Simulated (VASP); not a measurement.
# Pb (Fm-3m) in VASP: further runs

Aim: see how the results for Pb move with the level of theory and the settings. Levels: BHLYP, PBE. Tasks: single point.

Everything below comes from runs of VASP 6.6.1. Logs are shortened: lines on timing, memory, paths and dates and some standing lists are left out, and cuts for length are marked.

**1. The cell of the first run**

The structure is cubic, space group Fm-3m (No. 225). Conventional cell: a = 4.983 Å, b = 4.983 Å, c = 4.983 Å, α = 90.00°, β = 90.00°, γ = 90.00°. Pb (site symmetry m-3m) has 12 Pb at 3.52 Å within 4.6 Å.

**2. Single point, BHLYP**

Input file POSCAR:

```
Pb
1.0
    0.0000000000      2.4914113386      2.4914113386
    2.4914113386      0.0000000000      2.4914113386
    2.4914113386      2.4914113386      0.0000000000
Pb
1
Direct
    0.0000000000      0.0000000000      0.0000000000
```

Input file INCAR.step1:

```
SYSTEM = Pb
ALGO = Normal
EDIFF = 1E-5
ENCUT = 520
GGA = PE
ISIF = 2
ISMEAR = -1
LASPH = .True.
LREAL = .False.
LWAVE = .True.
NBANDS = 13
NELM = 60
PREC = Accurate
SIGMA = 0.05
```

Input file INCAR.step2:

```
SYSTEM = Pb
AEXX = 0.5
AGGAC = 1.0
AGGAX = 0.5
ALDAC = 0.0
ALDAX = 0.5
ALGO = Normal
EDIFF = 1E-6
ENCUT = 520
GGA = B5
ISIF = 2
ISMEAR = -1
ISTART = 1
LASPH = .True.
LCHARG = .True.
LELF = .True.
LHFCALC = .True.
LREAL = .False.
LVHAR = .True.
LWAVE = .False.
NBANDS = 13
NELM = 60
PREC = Accurate
PRECFOCK = Normal
SIGMA = 0.05
```

Input file KPOINTS:

```
k-points
0
Gamma
  5 5 5
  0 0 0
```

Potentials or basis: VASP PAW PBE potentials, release 64 (Pb_d).

The run is started by

```sh
$ cat potpaw_PBE.64/Pb_d/POTCAR > POTCAR
$ cp INCAR.step1 INCAR
$ mpirun -np 1 vasp_std > vasp.out
$ cp INCAR.step2 INCAR
$ mpirun -np 1 vasp_std > vasp.out
```

OUTCAR:

```text
SYSTEM = Pb
   AEXX = 0.5
   EDIFF = 1E-6
   ENCUT = 520
   GGA = B5
   ISIF = 2
   ISMEAR = -1
   ISTART = 1
   LASPH = .True.
   LHFCALC = .True.
   LREAL = .False.
   NELM = 60
   PREC = Accurate
   PRECFOCK = Normal

 ion  position               nearest neighbor table
   1  0.000  0.000  0.000-

  LATTYP: Found a face centered cubic cell.
 ALAT       =     4.9828226772

  Lattice vectors:

 A1 = (   0.0000000000,   2.4914113386,   2.4914113386)
 A2 = (   2.4914113386,   0.0000000000,   2.4914113386)
 A3 = (   2.4914113386,   2.4914113386,   0.0000000000)

Analysis of symmetry for initial positions (statically):
=====================================================================
 Subroutine PRICEL returns:
 Original cell was already a primitive cell.

 Routine SETGRP: Setting up the symmetry group for a
 face centered cubic supercell.

 Subroutine GETGRP returns: Found 48 space group operations
 (whereof 48 operations were pure point group operations)
 out of a pool of 48 trial point group operations.

The static configuration has the point symmetry O_h .

Analysis of symmetry for dynamics (positions and initial velocities):
=====================================================================
 Subroutine PRICEL returns:
 Original cell was already a primitive cell.

 Routine SETGRP: Setting up the symmetry group for a
 face centered cubic supercell.

 Subroutine GETGRP returns: Found 48 space group operations
 (whereof 48 operations were pure point group operations)
 out of a pool of 48 trial point group operations.

The dynamic configuration has the point symmetry O_h .

 Subroutine INISYM returns: Found 48 space group operations
 (whereof 48 operations are pure point group operations),
 and found     1 'primitive' translations

----------------------------------------------------------------------------------------

                                     Primitive cell

  volume of cell :      30.9290

  direct lattice vectors                    reciprocal lattice vectors
     0.000000000  2.491411339  2.491411339    -0.200689462  0.200689462  0.200689462
     2.491411339  0.000000000  2.491411339     0.200689462 -0.200689462  0.200689462
     2.491411339  2.491411339  0.000000000     0.200689462  0.200689462 -0.200689462

  length of vectors
     3.523387704  3.523387704  3.523387704     0.347604344  0.347604344  0.347604344

  position of ions in fractional coordinates (direct lattice)
     0.000000000  0.000000000  0.000000000

  ion indices of the primitive-cell ions
   primitive index   ion index
                 1           1

----------------------------------------------------------------------------------------

 KPOINTS: k-points

Automatic generation of k-mesh.
 Grid dimensions read from file:
 generate k-points for:    5    5    5

 Generating k-lattice:

  Cartesian coordinates                     Fractional coordinates (reciprocal lattice)
    -0.040137892  0.040137892  0.040137892     0.200000000  0.000000000  0.000000000
     0.040137892 -0.040137892  0.040137892     0.000000000  0.200000000  0.000000000
     0.040137892  0.040137892 -0.040137892     0.000000000  0.000000000  0.200000000

  Length of vectors
     0.069520869  0.069520869  0.069520869

  Shift w.r.t. Gamma in fractional coordinates (k-lattice)
     0.000000000  0.000000000  0.000000000

 Subroutine IBZKPT returns following result:
 ===========================================

 Found     10 irreducible k-points:

 Following reciprocal coordinates:
            Coordinates               Weight
  0.000000  0.000000  0.000000      1.000000
  0.200000  0.000000  0.000000      8.000000
  0.400000  0.000000  0.000000      8.000000
  0.200000  0.200000  0.000000      6.000000
  0.400000  0.200000  0.000000     24.000000
 -0.400000  0.200000  0.000000     24.000000
 -0.200000  0.200000  0.000000     12.000000
  0.400000  0.400000  0.000000      6.000000
 -0.400000  0.400000  0.000000     12.000000
 -0.400000  0.400000  0.200000     24.000000
   k-points           NKPTS =     10   k-points in BZ     NKDIM =    125   number of bands    NBANDS=     13
   number of dos      NEDOS =    301   number of ions     NIONS =      1
   total plane-waves  NPLWV =  21952
   dimension x,y,z NGX =    28 NGY =   28 NGZ =   28
   dimension x,y,z NGXF=    56 NGYF=   56 NGZF=   56
   ions per type =               1
   NGX,Y,Z   is equivalent  to a cutoff of  13.21, 13.21, 13.21 a.u.
   NGXF,Y,Z  is equivalent  to a cutoff of  26.42, 26.42, 26.42 a.u.
 SYSTEM =  Pb
   PREC   = accura    normal or accurate (medium, high low for compatibility)
   ISTART =      1    job   : 0-new  1-cont  2-samecut
   ICHARG =      0    charge: 1-file 2-atom 10-const
   ISPIN  =      1    spin polarized calculation?
   LNONCOLLINEAR =      F non collinear calculations
   LSORBIT =      F    spin-orbit coupling
   LASPH  =      T    aspherical Exc in radial PAW
   ENCUT  =  520.0 eV  38.22 Ry    6.18 a.u.   6.55  6.55  6.55*2*pi/ulx,y,z
   NELM   =     60;   NELMIN=  2; NELMDL=  0     # of ELM steps
   EDIFF  = 0.1E-05   stopping-criterion for ELM
   LREAL  =      F    real-space projection
   EDIFFG = 0.1E-04   stopping-criterion for IOM
   NSW    =      0    number of steps for IOM
   IBRION =     -1    ionic relax: 0-MD 1-quasi-New 2-CG
   NFREE  =      0    steps in history (QN), initial steepest desc. (CG)
   ISIF   =      2    stress and relaxation
   ISYM   =      3    0-nonsym 1-usesym 2-fastsym
   POTIM  = 0.5000    time-step for ionic-motion
   TEBEG  =    0.0;   TEEND  =   0.0 temperature during run
   PSTRESS=    0.0 pullay stress
   NELECT =      14.0000    total number of electrons
   NUPDOWN=      -1.0000    fix difference up-down
   EMIN   =  10.00;   EMAX   =-10.00  energy-range for DOS
   EFERMI =   0.00;   METHOD = LEGACY
   ISMEAR =    -1;   SIGMA  =   0.05  broadening in eV -4-tet -1-fermi 0-gaus
   EFERMI_NEDOS =   21; number of points for ismear=-14 and -15
   IALGO  =     38    algorithm
   IMIX   =      1    mixing-type and parameters
     AMIX     =   0.40;   BMIX     =  1.00
     AMIX_MAG =   1.60;   BMIX_MAG =  1.00
  volume/ion in A,a.u.               =      30.93       208.72
  Fermi-wavevector in a.u.,A,eV,Ry     =   1.256981  2.375350 21.497225  1.580001
  Thomas-Fermi vector in A             =   2.390662
   LORBIT       =      0    0 simple, 1 ext, 2 COOP (PROOUT), +10 PAW based schemes
   GGA     = B5    functional components
   LHFCALC =     T    Hartree Fock is set to
   PRECFOCK=normal    Normal, Fast or Accurate (Low or Medium for compatibility)
   ENCUT4O =  -1.0   cutoff for four orbital integrals eV
   NKREDX  =     1    reduce k-point grid by
   NKREDY  =     1    reduce k-point grid by
   NKREDZ  =     1    reduce k-point grid by
   AEXX    =    0.5000 exact exchange contribution
   HFSCREEN=    0.0000 screening length (either q_TF or 0.3 A-1)
   HFSCREENC=   0.0000 screening length for correlation (either q_TF or 0.3 A-1)
   ENCUTFOCK=  -1.0 apply spherical cutoff to Coloumb kernel
   IVDW    =     0    specifies the selected vdW correction
   LEPSILON=     F    determine dielectric tensor
   LRPA    =     F    only Hartree local field effects (RPA)
 non-spin polarized calculation
  energy-cutoff  :      520.00
  volume of cell :       30.93
 maximum number of plane-waves:       869
 NGX is ok and might be reduce to    28
  NGX = 20; NGY = 20; NGZ = 20

 number of electron      14.0000000 magnetization

 Free energy of the ion-electron system (eV)
  ---------------------------------------------------
  ext. energy  EPLUGINS =         0.00000000
  ---------------------------------------------------
  free energy    TOTEN  =        -4.81872020 eV

  energy without entropy =       -4.80601815  energy(sigma->0) =       -4.81236918

 E-fermi :   6.8797     XC(G=0):  -5.2685

 val. band max:        6.8541375188   @ k =  -0.4000   0.4000   0.2000
 cond. band min:       8.3547456624   @ k =  -0.2000   0.2000   0.0000
 fundamental gap:      1.5006081437
 Fermi energy:         6.8796788267

 k-point     1 :       0.0000    0.0000    0.0000
  band No.  band energies     occupation
      1     -14.3700      2.00000
      2     -14.3700      2.00000
      3     -14.3700      2.00000
      4     -14.2195      2.00000
      5     -14.2195      2.00000
      6      -7.7650      2.00000
      7      16.8263      0.00000
      8      16.8263      0.00000
      9      16.8263      0.00000
     10      19.6150      0.00000
     11      21.2170      0.00000
     12      22.1189      0.00000
     13      22.1189      0.00000

 k-point     2 :       0.2000    0.0000    0.0000
  band No.  band energies     occupation
      1     -14.3765      2.00000
      2     -14.3335      2.00000
      3     -14.3335      2.00000
      4     -14.2061      2.00000
      5     -14.2061      2.00000
      6      -6.8334      2.00000
      7      10.8732      0.00000
      8      15.9586      0.00000
      9      15.9586      0.00000
     10      18.7448      0.00000
     11      22.0616      0.00000
     12      22.5899      0.00000
     13      22.5899      0.00000

 k-point     3 :       0.4000    0.0000    0.0000
  band No.  band energies     occupation
      1     -14.3997      2.00000
      2     -14.3507      2.00000
      3     -14.3507      2.00000
      4     -14.1061      2.00000
      5     -14.1061      2.00000
      6      -4.2164      2.00000
      7       2.9548      2.00000
      8      14.9309      0.00000
      9      14.9309      0.00000
     10      18.6537      0.00000
     11      19.7086      0.00000
     12      20.9857      0.00000
     13      20.9857      0.00000
[... 81 lines left out ...]
 k-point     9 :      -0.4000    0.4000    0.0000
  band No.  band energies     occupation
      1     -14.4810      2.00000
      2     -14.3820      2.00000
      3     -14.1337      2.00000
      4     -14.1237      2.00000
      5     -14.0783      2.00000
      6      -1.4440      2.00000
      7       3.4298      2.00000
      8       6.1197      2.00000
      9      11.3280      0.00000
     10      15.4650      0.00000
     11      19.5629      0.00000
     12      26.9194      0.00000
     13      27.8515      0.00000

 k-point    10 :      -0.4000    0.4000    0.2000
  band No.  band energies     occupation
      1     -14.3783      2.00000
      2     -14.3627      2.00000
      3     -14.2489      2.00000
      4     -14.1494      2.00000
      5     -14.0854      2.00000
      6      -2.2261      2.00000
      7       4.5315      2.00000
      8       6.8541      1.25000
      9      10.0428      0.00000
     10      19.3932      0.00000
     11      20.5091      0.00000
     12      22.0457      0.00000
     13      26.1218      0.00000

------------------------ aborting loop because EDIFF is reached ----------------------------------------

  FORCE on cell =-STRESS in cart. coord.  units (eV):
  Direction    XX          YY          ZZ          XY          YZ          ZX
  --------------------------------------------------------------------------------------
  -------------------------------------------------------------------------------------
  Total        0.2379966      0.2379966      0.2379966     -0.0000000      0.0000000      0.0000000
  in kB       12.3286371     12.3286371     12.3286371     -0.0000000      0.0000000      0.0000000
  external PRESSURE =      12.3286371 kB  Pullay stress =       0.0000000 kB

 VOLUME and BASIS-vectors are now :
 -----------------------------------------------------------------------------
  energy-cutoff  :      520.00
  volume of cell :       30.93
      direct lattice vectors                 reciprocal lattice vectors
     0.000000000  2.491411339  2.491411339    -0.200689462  0.200689462  0.200689462
     2.491411339  0.000000000  2.491411339     0.200689462 -0.200689462  0.200689462
     2.491411339  2.491411339  0.000000000     0.200689462  0.200689462 -0.200689462

 POSITION                                       TOTAL-FORCE (eV/Angst)
 -----------------------------------------------------------------------------------
      0.00000      0.00000      0.00000         0.000000      0.000000      0.000000
 -----------------------------------------------------------------------------------
    total drift:                               -0.000000     -0.000000      0.000000

  FREE ENERGIE OF THE ION-ELECTRON SYSTEM (eV)
  ---------------------------------------------------
  free  energy   TOTEN  =        -4.8187202014 eV

  energy  without entropy=       -4.8060181495  energy(sigma->0) =       -4.81236918
```

Wall time 4 min (1 thread of AMD EPYC 9R45 (Zen 5), shared host); peak memory 0.14 GiB.

Results:

| Property | Result |
| --- | --- |
| Free energy | -4.8187 eV |
| Pressure | 1.2 GPa |
| Band gap on the k mesh | zero (bands 7 and 8 overlap by 10.71 eV) |

Caveat: the k points lie up to 0.44 Å⁻¹ apart, too coarse for converged energies and pressures of a metal; the PAW data sets were made with another functional, which shifts forces and pressure a little; spin-orbit coupling is left out, which moves the levels of the heavy elements.

**3. Single point, PBE**

This run uses another cell than the first one, of 30.32 Å³/atom.

Input file INCAR:

```
PREC = Accurate
ENCUT = 520
EDIFF = 1E-7
ISMEAR = -1
SIGMA = 0.03
LREAL = F
LASPH = T
NELM = 100
ALGO = Normal
ISIF = 2
LWAVE = F
LCHARG = T
GGA = PE
LELF = T
LVHAR = T
NBANDS = 13
```

Input file KPOINTS:

```
Automatic mesh
0
Gamma
  4 4 4
```

Input file POSCAR:

```
Pb
1.0
    0.0000000000      2.4750200000      2.4750200000
    2.4750200000      0.0000000000      2.4750200000
    2.4750200000      2.4750200000      0.0000000000
Pb
1
Direct
    0.0000000000      0.0000000000      0.0000000000
```

Potentials or basis: VASP PAW PBE potentials, release 64 (Pb_d).

The run is started by

```sh
$ cat potpaw_PBE.64/Pb_d/POTCAR > POTCAR
$ mpirun -np 1 vasp_std > vasp.out
```

It took 8 s on 1 thread of AMD EPYC 7R43 (Zen 3), shared host; peak memory 0.12 GiB.

It converged, with:

* Free energy: -3.3864 eV
* Pressure: 1.8 GPa
* Band gap on the k mesh: zero (bands 7 and 8 overlap by 8.79 eV)

Levels at points of the mesh, in eV from the Fermi level:
| k point | band 4 | band 5 | band 6 | band 7 | band 8 | band 9 | band 10 | band 11 |
| --- | --- | --- | --- | --- | --- | --- | --- | --- |
| (0.00, 0.00, 0.00) | -17.38 | -17.38 | -12.18 | 7.00 | 7.00 | 7.00 | 9.36 | 10.91 |
| (0.50, 0.00, 0.00) | -17.25 | -17.25 | -8.56 | -4.62 | 5.16 | 5.16 | 8.83 | 9.05 |
| (0.50, 0.50, 0.00) | -17.22 | -17.22 | -7.15 | -3.69 | 1.63 | 1.63 | 4.96 | 6.24 |

Caveat: the k points lie up to 0.55 Å⁻¹ apart, too coarse for converged energies and pressures of a metal; spin-orbit coupling is left out, which moves the levels of the heavy elements.
